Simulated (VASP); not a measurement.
**MgO: single point with PBE**

The system is MgO.

```
Mg O
1.0
     0.00000    2.10850    2.10850
     2.10850    0.00000    2.10850
     2.10850    2.10850    0.00000
Mg O
1 1
Cartesian
  0.0000 0.0000 0.0000
  2.1223 2.0744 2.0747
```

- Program: VASP 6.6.1
- Task: single point
- Functional: PBE
- Potentials or basis: VASP PAW PBE potentials, release 64 (Mg, O)
- Cutoff: 520 eV
- k mesh: 12 × 12 × 12
- Occupations: gaussian, width 0.05 eV
- Spin: no spin polarisation

```yaml
Pressure: 3.6 GPa
Largest_force: 0.273 eV/Å
Band_gap_on_the_k_mesh: 4.69 eV
```

Forces in eV/Å, atoms in the order of the input:
```
Mg   0.075 -0.186 -0.185
O   -0.075  0.186  0.185
```

Stress tensor (GPa, compression positive):
```
 3.36  0.03  0.03
 0.03  3.71 -0.07
 0.03 -0.07  3.70
```

Levels at points of the mesh, in eV from the valence-band top:
```
           k point  band 2  band 3  band 4  band 5  band 6  band 7
(0.00, 0.00, 0.00)    0.00    0.00    0.00    4.69   15.78   15.79
(0.50, 0.00, 0.00)   -4.60   -0.65   -0.65    7.88   12.56   16.27
(0.00, 0.50, 0.00)   -4.60   -0.65   -0.65    7.87   12.55   16.27
(0.00, 0.00, 0.50)   -4.60   -0.65   -0.65    7.87   12.55   16.27
(0.50, 0.50, 0.50)   -4.60   -0.65   -0.65    7.88   12.56   16.27
(0.50, 0.50, 0.00)   -4.07   -1.34   -1.34    9.12    9.92   13.07
(0.00, 0.50, 0.50)   -4.07   -1.35   -1.34    9.12    9.92   13.06
(0.50, 0.00, 0.50)   -4.07   -1.34   -1.34    9.12    9.92   13.07
```

Wall time 41 s on 1 thread of Intel(R) Xeon(R) 6975P-C (Granite Rapids) (shared host), peak memory 0.31 GiB.

Caveat: the cell stands under pressure. A k mesh can miss the band edges.
